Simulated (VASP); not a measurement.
# S (Fm-3m) in VASP: further runs

Aim: see how the results for S move with the level of theory and the settings. Levels: PBE, r2SCAN. Tasks: single point.

All numbers are computed with VASP 6.6.1; they aren't measurements. Logs are shortened: lines on timing, memory, paths and dates and some standing lists are left out, and cuts for length are marked.

## 1. The cell of the first run

It takes space group Fm-3m (No. 225, cubic). The conventional cell has a = 4.003 Å, b = 4.003 Å, c = 4.003 Å, α = 90.00°, β = 90.00°, γ = 90.00°. Within 3.7 Å of S (site symmetry m-3m) lie 12 S at 2.83 Å.

## 2. Single point, PBE (strained)

INCAR reads:

```
PREC = Accurate ; ENCUT = 520
EDIFF = 1E-6 ; ISMEAR = 0
SIGMA = 0.1 ; LREAL = False
LASPH = True ; NELM = 100
ALGO = Normal ; ISIF = 2
LWAVE = False ; LCHARG = False
GGA = PE ; NBANDS = 9
```

KPOINTS reads:

```
Automatic mesh
0
Gamma
  18 18 18
```

POSCAR reads:

```
S
1.0
    0.0000000000      2.0014103442      2.0014103442
    2.0014103442      0.0000000000      2.0014103442
    2.0014103442      2.0014103442      0.0000000000
S
1
Direct
    0.0000000000      0.0000000000      0.0000000000
```

Potentials or basis: VASP PAW PBE potentials, release 64 (S).

On the command line:

```
$ cat potpaw_PBE.64/S/POTCAR > POTCAR
$ mpirun -np 1 vasp_std > vasp.out
```

OUTCAR:

```text
PREC = Accurate
   ENCUT = 520
   EDIFF = 1E-6
   ISMEAR = 0
   LREAL = False
   LASPH = True
   NELM = 100
   ISIF = 2
   GGA = PE

 ion  position               nearest neighbor table
   1  0.000  0.000  0.000-

  LATTYP: Found a face centered cubic cell.
 ALAT       =     4.0028206884

  Lattice vectors:

 A1 = (   0.0000000000,   2.0014103442,   2.0014103442)
 A2 = (   2.0014103442,   0.0000000000,   2.0014103442)
 A3 = (   2.0014103442,   2.0014103442,   0.0000000000)

Analysis of symmetry for initial positions (statically):
=====================================================================
 Subroutine PRICEL returns:
 Original cell was already a primitive cell.

 Routine SETGRP: Setting up the symmetry group for a
 face centered cubic supercell.

 Subroutine GETGRP returns: Found 48 space group operations
 (whereof 48 operations were pure point group operations)
 out of a pool of 48 trial point group operations.

The static configuration has the point symmetry O_h .

Analysis of symmetry for dynamics (positions and initial velocities):
=====================================================================
 Subroutine PRICEL returns:
 Original cell was already a primitive cell.

 Routine SETGRP: Setting up the symmetry group for a
 face centered cubic supercell.

 Subroutine GETGRP returns: Found 48 space group operations
 (whereof 48 operations were pure point group operations)
 out of a pool of 48 trial point group operations.

The dynamic configuration has the point symmetry O_h .

 Subroutine INISYM returns: Found 48 space group operations
 (whereof 48 operations are pure point group operations),
 and found     1 'primitive' translations

----------------------------------------------------------------------------------------

                                     Primitive cell

  volume of cell :      16.0339

  direct lattice vectors                    reciprocal lattice vectors
     0.000000000  2.001410344  2.001410344    -0.249823831  0.249823831  0.249823831
     2.001410344  0.000000000  2.001410344     0.249823831 -0.249823831  0.249823831
     2.001410344  2.001410344  0.000000000     0.249823831  0.249823831 -0.249823831

  length of vectors
     2.830421653  2.830421653  2.830421653     0.432707569  0.432707569  0.432707569

  position of ions in fractional coordinates (direct lattice)
     0.000000000  0.000000000  0.000000000

  ion indices of the primitive-cell ions
   primitive index   ion index
                 1           1

----------------------------------------------------------------------------------------

 KPOINTS: Automatic mesh

Automatic generation of k-mesh.
 Grid dimensions read from file:
 generate k-points for:   18   18   18

 Generating k-lattice:

  Cartesian coordinates                     Fractional coordinates (reciprocal lattice)
    -0.013879102  0.013879102  0.013879102     0.055555556  0.000000000  0.000000000
     0.013879102 -0.013879102  0.013879102     0.000000000  0.055555556  0.000000000
     0.013879102  0.013879102 -0.013879102     0.000000000  0.000000000  0.055555556

  Length of vectors
     0.024039309  0.024039309  0.024039309

  Shift w.r.t. Gamma in fractional coordinates (k-lattice)
     0.000000000  0.000000000  0.000000000

 Subroutine IBZKPT returns following result:
 ===========================================

 Found    195 irreducible k-points:

 Following reciprocal coordinates:
            Coordinates               Weight
  0.000000  0.000000  0.000000      1.000000
  0.055556  0.000000  0.000000      8.000000
  0.111111  0.000000  0.000000      8.000000
  0.166667  0.000000  0.000000      8.000000
  0.222222  0.000000  0.000000      8.000000
  0.277778  0.000000  0.000000      8.000000
[... 16 lines left out ...]
 -0.277778  0.055556  0.000000     24.000000
 -0.222222  0.055556  0.000000     24.000000
 [... further k-points ...]
   k-points           NKPTS =    195   k-points in BZ     NKDIM =    195   number of bands    NBANDS=      9
   number of dos      NEDOS =    301   number of ions     NIONS =      1
   total plane-waves  NPLWV =  13824
   dimension x,y,z NGX =    24 NGY =   24 NGZ =   24
   dimension x,y,z NGXF=    48 NGYF=   48 NGZF=   48
   ions per type =               1
   NGX,Y,Z   is equivalent  to a cutoff of  14.10, 14.10, 14.10 a.u.
   NGXF,Y,Z  is equivalent  to a cutoff of  28.19, 28.19, 28.19 a.u.
 SYSTEM =  unknown system
   PREC   = accura    normal or accurate (medium, high low for compatibility)
   ISTART =      0    job   : 0-new  1-cont  2-samecut
   ICHARG =      2    charge: 1-file 2-atom 10-const
   ISPIN  =      1    spin polarized calculation?
   LNONCOLLINEAR =      F non collinear calculations
   LSORBIT =      F    spin-orbit coupling
   LASPH  =      T    aspherical Exc in radial PAW
   ENCUT  =  520.0 eV  38.22 Ry    6.18 a.u.   5.26  5.26  5.26*2*pi/ulx,y,z
   NELM   =    100;   NELMIN=  2; NELMDL= -5     # of ELM steps
   EDIFF  = 0.1E-05   stopping-criterion for ELM
   LREAL  =      F    real-space projection
   EDIFFG = 0.1E-04   stopping-criterion for IOM
   NSW    =      0    number of steps for IOM
   IBRION =     -1    ionic relax: 0-MD 1-quasi-New 2-CG
   NFREE  =      0    steps in history (QN), initial steepest desc. (CG)
   ISIF   =      2    stress and relaxation
   ISYM   =      2    0-nonsym 1-usesym 2-fastsym
   POTIM  = 0.5000    time-step for ionic-motion
   TEBEG  =    0.0;   TEEND  =   0.0 temperature during run
   PSTRESS=    0.0 pullay stress
   NELECT =       6.0000    total number of electrons
   NUPDOWN=      -1.0000    fix difference up-down
   EMIN   =  10.00;   EMAX   =-10.00  energy-range for DOS
   EFERMI =   0.00;   METHOD = LEGACY
   ISMEAR =     0;   SIGMA  =   0.10  broadening in eV -4-tet -1-fermi 0-gaus
   EFERMI_NEDOS =   21; number of points for ismear=-14 and -15
   IALGO  =     38    algorithm
   IMIX   =      4    mixing-type and parameters
     AMIX     =   0.40;   BMIX     =  1.00
     AMIX_MAG =   1.60;   BMIX_MAG =  1.00
  volume/ion in A,a.u.               =      16.03       108.20
  Fermi-wavevector in a.u.,A,eV,Ry     =   1.179720  2.229348 18.935777  1.391740
  Thomas-Fermi vector in A             =   2.316026
   LORBIT       =      0    0 simple, 1 ext, 2 COOP (PROOUT), +10 PAW based schemes
   GGA     = PE    functional components
   LHFCALC =     F    Hartree Fock is set to
   AEXX    =    0.0000 exact exchange contribution
   IVDW    =     0    specifies the selected vdW correction
   LEPSILON=     F    determine dielectric tensor
   LRPA    =     F    only Hartree local field effects (RPA)
 non-spin polarized calculation
 Gauss-broadening in eV      SIGMA  =   0.10
  energy-cutoff  :      520.00
  volume of cell :       16.03
 maximum number of plane-waves:       444
 NGX is ok and might be reduce to    24
   NGX = 11   NGY = 11   NGZ = 11

 number of electron       5.9999999 magnetization

 Free energy of the ion-electron system (eV)
  ---------------------------------------------------
  ext. energy  EPLUGINS =         0.00000000
  ---------------------------------------------------
  free energy    TOTEN  =        -2.82887678 eV

  energy without entropy =       -2.82402269  energy(sigma->0) =       -2.82644973

 E-fermi :   7.2874     XC(G=0): -11.1159

 val. band max:        7.2662179015   @ k =  -0.4444   0.2778   0.1111
 cond. band min:       7.2894984084   @ k =   0.3889   0.2778   0.0000
 fundamental gap:      0.0232805069
 Fermi energy:         7.2873861266

 k-point     1 :       0.0000    0.0000    0.0000
  band No.  band energies     occupation
      1      -9.3225      2.00000
      2      10.3894      0.00000
      3      10.3894      0.00000
      4      10.3894      0.00000
      5      19.3749      0.00000
      6      19.3749      0.00000
      7      19.3749      0.00000
      8      21.4512      0.00000
      9      24.6443      0.00000

 k-point     2 :       0.0556    0.0000    0.0000
  band No.  band energies     occupation
      1      -9.2504      2.00000
      2       9.9787      0.00000
      3      10.3354      0.00000
      4      10.3354      0.00000
      5      19.2304      0.00000
      6      19.5017      0.00000
      7      19.5017      0.00000
      8      21.6962      0.00000
      9      24.4133      0.00000

 k-point     3 :       0.1111    0.0000    0.0000
  band No.  band energies     occupation
      1      -9.0353      2.00000
      2       8.9019      0.00000
      3      10.1881      0.00000
      4      10.1881      0.00000
      5      18.8247      0.00000
      6      19.8241      0.00000
      7      19.8241      0.00000
      8      22.4171      0.00000
      9      23.9124      0.00000

 k-point     4 :       0.1667    0.0000    0.0000
  band No.  band energies     occupation
      1      -8.6810      2.00000
      2       7.4477      0.02340
      3       9.9826      0.00000
      4       9.9826      0.00000
      5      18.3108      0.00000
      6      20.1361      0.00000
      7      20.1361      0.00000
      8      23.4251      0.00000
      9      23.5593      0.00000
[... 205 lines left out ...]
 k-point    22 :      -0.3333    0.0556    0.0000
  band No.  band energies     occupation
      1      -6.6017      2.00000
      2       2.2707      2.00000
      3       8.7323      0.00000
      4       9.4470      0.00000
      5      17.2960      0.00000
      6      19.0820      0.00000
      7      19.1733      0.00000
      8      25.0101      0.00000
      9      25.4600      0.00000

 k-point    23 :      -0.2778    0.0556    0.0000
  band No.  band energies     occupation
      1      -7.3095      2.00000
      2       3.7389      2.00000
      3       8.8629      0.00000
      4       9.6730      0.00000
      5      17.5593      0.00000
      6      19.5640      0.00000
      7      19.5951      0.00000
      8      24.1302      0.00000
      9      24.4077      0.00000

 k-point    24 :      -0.2222    0.0556    0.0000
  band No.  band energies     occupation
      1      -7.9445      2.00000
      2       5.3218      2.00000
      3       9.0621      0.00000
      4       9.9087      0.00000
      5      17.8970      0.00000
      6      19.9706      0.00000
      7      20.0811      0.00000
      8      23.1022      0.00000
      9      23.5600      0.00000

 [... further k-points ...]
[... 5 lines left out ...]
  --------------------------------------------------------------------------------------
  -------------------------------------------------------------------------------------
  Total       -0.0963465     -0.0963465     -0.0963465      0.0000000      0.0000000      0.0000000
  in kB       -9.6273762     -9.6273762     -9.6273762      0.0000000      0.0000000      0.0000000
  external PRESSURE =      -9.6273762 kB  Pullay stress =       0.0000000 kB

 VOLUME and BASIS-vectors are now :
 -----------------------------------------------------------------------------
  energy-cutoff  :      520.00
  volume of cell :       16.03
      direct lattice vectors                 reciprocal lattice vectors
     0.000000000  2.001410344  2.001410344    -0.249823831  0.249823831  0.249823831
     2.001410344  0.000000000  2.001410344     0.249823831 -0.249823831  0.249823831
     2.001410344  2.001410344  0.000000000     0.249823831  0.249823831 -0.249823831

 POSITION                                       TOTAL-FORCE (eV/Angst)
 -----------------------------------------------------------------------------------
      0.00000      0.00000      0.00000         0.000000      0.000000      0.000000
 -----------------------------------------------------------------------------------
    total drift:                                0.000000     -0.000000     -0.000000

  FREE ENERGIE OF THE ION-ELECTRON SYSTEM (eV)
  ---------------------------------------------------
  free  energy   TOTEN  =        -2.8288767776 eV

  energy  without entropy=       -2.8240226903  energy(sigma->0) =       -2.82644973
```

Run time: 12 s. Hardware: 1 thread of Intel Xeon Platinum 8259CL at 2.50GHz (Skylake/Cascade Lake), shared host; peak memory 0.14 GiB.

What came out:

```yaml
Free_energy: -2.8289 eV
Pressure: -1.0 GPa
Band_gap_on_the_k_mesh: zero (band 3 reaches 10.39 eV, above the bottom of band 4 at 4.84 eV)
```

Caveat: the cell differs from its parent crystal (strained).

## 3. Single point, PBE (strained)

INCAR reads:

```
SYSTEM = S
  PREC = Accurate
  ENCUT = 520
  EDIFF = 1E-6
  ISMEAR = 0
  SIGMA = 0.1
  LREAL = .False.
  LASPH = .True.
  NELM = 80
  ALGO = Normal
  ISIF = 2
  LWAVE = .False.
  LCHARG = .False.
  GGA = PE
  NBANDS = 9
```

KPOINTS reads:

```
regular mesh
0
Gamma
  18 18 18
  0 0 0
```

POSCAR reads:

```
S
1.0
    0.0000000000      2.0395822098      2.0395822098
    2.0395822098      0.0000000000      2.0395822098
    2.0395822098      2.0395822098      0.0000000000
S
1
Direct
    0.0000000000      0.0000000000      0.0000000000
```

Potentials or basis: VASP PAW PBE potentials, release 64 (S).

On the command line:

```
$ cat potpaw_PBE.64/S/POTCAR > POTCAR
$ mpirun -np 1 vasp_std > vasp.out
```

Run time: 13 s. Hardware: 1 thread of Intel Xeon Platinum 8259CL at 2.50GHz (Skylake/Cascade Lake), shared host; peak memory 0.14 GiB.

The run converged. Its results:

* Free energy: -2.8123 eV
* Pressure: -4.7 GPa
* Band gap on the k mesh: zero (band 3 reaches 9.31 eV, above the bottom of band 4 at 4.28 eV)

Levels at points of the mesh, in eV from the Fermi level:
```
           k point  band 1  band 2  band 3  band 4  band 5  band 6  band 7  band 8
(0.00, 0.00, 0.00)  -16.06    2.82    2.82    2.82   12.07   12.07   12.07   13.32
(0.50, 0.00, 0.00)  -12.40   -6.82    1.66    1.66    9.22   11.34   11.34   16.86
(0.50, 0.50, 0.00)  -10.96   -5.91   -0.79   -0.79    5.55    6.18   21.22   22.49
```

Caveat: the cell differs from its parent crystal (strained).

## 4. Single point, PBE (strained)

INCAR reads:

```
SYSTEM = S
PREC     = Accurate       ! precision mode
ENCUT    = 520            ! plane-wave cutoff, eV
EDIFF    = 1E-6           ! SCF threshold, eV
ISMEAR   = 0              ! smearing method
SIGMA    = 0.1            ! smearing width, eV
LREAL    = .FALSE.        ! projectors in reciprocal space
LASPH    = .TRUE.         ! aspherical terms in the spheres
NELM     = 60             ! most SCF steps
ALGO     = Normal         ! electronic algorithm
ISIF     = 2              ! what is computed and relaxed
LWAVE    = .FALSE.        ! write WAVECAR
LCHARG   = .TRUE.         ! write CHGCAR
GGA      = PE             ! functional
LELF     = .TRUE.         ! ELF
LVHAR    = .TRUE.       
NBANDS   = 9              ! bands
```

KPOINTS reads:

```
regular mesh
0
G
  18 18 18
  0 0 0
```

POSCAR reads:

```
S
1.0
    0.0000000000      2.0427133398      2.0427133398
    2.0427133398      0.0000000000      2.0427133398
    2.0427133398      2.0427133398      0.0000000000
S
1
Direct
    0.0000000000      0.0000000000      0.0000000000
```

On the command line:

```
$ cat potpaw_PBE.64/S/POTCAR > POTCAR
$ mpirun -np 1 vasp_std > vasp.out
```

Run time: 14 s. Hardware: 1 thread of Intel Xeon Platinum 8259CL at 2.50GHz (Skylake/Cascade Lake), shared host; peak memory 0.14 GiB.

Results (log left out):

* Free energy: -2.8100 eV
* Pressure: -4.9 GPa
* Band gap on the k mesh: zero (band 3 reaches 9.22 eV, above the bottom of band 4 at 4.23 eV)

Levels at points of the mesh, in eV from the Fermi level:
```
           k point  band 1  band 2  band 3  band 4  band 5  band 6  band 7  band 8
(0.00, 0.00, 0.00)  -16.02    2.80    2.80    2.80   12.07   12.07   12.07   13.26
(0.50, 0.00, 0.00)  -12.38   -6.78    1.64    1.64    9.21   11.34   11.34   16.84
(0.50, 0.50, 0.00)  -10.96   -5.88   -0.79   -0.79    5.57    6.20   21.18   22.45
```

Caveat: the cell differs from its parent crystal (strained).

## 5. Single point, r2SCAN (functional r2SCAN, strained)

POSCAR reads:

```
S
1.0
    0.0000000000      2.0112026044      2.0112026044
    2.0112026044      0.0000000000      2.0112026044
    2.0112026044      2.0112026044      0.0000000000
S
1
Direct
    0.0000000000      0.0000000000      0.0000000000
```

INCAR.step1 reads:

```
SYSTEM = S
  ALGO = Normal
  EDIFF = 1E-4
  ENCUT = 520
  GGA = PE
  ISMEAR = 0
  LASPH = .TRUE.
  LCHARG = .FALSE.
  LREAL = .FALSE.
  LWAVE = .TRUE.
  NBANDS = 9
  NELM = 80
  PREC = Accurate
  SIGMA = 0.1
```

INCAR.step2 reads:

```
SYSTEM = S
  ALGO = Normal
  EDIFF = 1E-6
  ENCUT = 520
  ISIF = 2
  ISMEAR = 0
  ISTART = 1
  LASPH = .TRUE.
  LCHARG = .FALSE.
  LMIXTAU = .TRUE.
  LREAL = .FALSE.
  LWAVE = .FALSE.
  METAGGA = R2SCAN
  NBANDS = 9
  NELM = 80
  PREC = Accurate
  SIGMA = 0.1
```

KPOINTS reads:

```
k-points
0
G
  18 18 18
  0 0 0
```

On the command line:

```
$ cat potpaw_PBE.64/S/POTCAR > POTCAR
$ cp INCAR.step1 INCAR
$ mpirun -np 1 vasp_std > vasp.out
$ cp INCAR.step2 INCAR
$ mpirun -np 1 vasp_std > vasp.out
```

It took 85 s on 1 thread of Intel Xeon Platinum 8259CL at 2.50GHz (Skylake/Cascade Lake), shared host; peak memory 0.15 GiB.

It converged, with:

```
Free energy            : -6.5581 eV
Pressure               : -1.4 GPa
Band gap on the k mesh : zero (band 3 reaches 10.15 eV, above the bottom of band 4 at 4.50 eV)
```

Levels at points of the mesh, in eV from the Fermi level:
```
           k point  band 1  band 2  band 3  band 4  band 5  band 6  band 7
(0.00, 0.00, 0.00)  -17.24    3.20    3.20    3.20   12.66   12.66   12.66
(0.50, 0.00, 0.00)  -13.14   -7.47    1.86    1.86   10.09   11.91   11.91
(0.50, 0.50, 0.00)  -11.49   -6.51   -0.89   -0.89    6.00    6.46   22.64
```

Caveat: the cell differs from its parent crystal (functional r2SCAN, strained); the PAW data sets were made with another functional, which shifts forces and pressure a little.

(Continued in part 2 of 2.)
